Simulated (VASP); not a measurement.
BeSe:

```
CELL_PARAMETERS angstrom
0.00000 2.58104 2.58104
2.58104 0.00000 2.58104
2.58104 2.58104 0.00000
ATOMIC_POSITIONS crystal
Be 0.00000 0.00000 0.00000
Se 0.25000 0.25000 0.25000
```

Base run:

```yaml
Program: VASP 6.6.1
Functional: HSE06
Potentials_or_basis: VASP PAW PBE potentials, release 64 (Be, Se)
Cutoff: 520 eV
k_mesh: 6 × 6 × 6
Occupations: gaussian, width 0.01 eV
Spin: no spin polarisation
```

Its results: band gap on the k mesh 3.50 eV (least direct gap 5.37 eV); pressure -0.8 GPa.

**Question.** The run is repeated on the same cell with these changes: functional from HSE06 to r2SCANh; cutoff from 520 eV to 580 eV; share of exact exchange from 0.25 to 0.1. What comes out?

**Answer.** Band gap on the k mesh 3.66 eV (least direct gap 5.62 eV); pressure -0.2 GPa.

Caveats: the PAW data sets were made with another functional, which shifts forces and pressure a little.

A k mesh can miss the band edges.
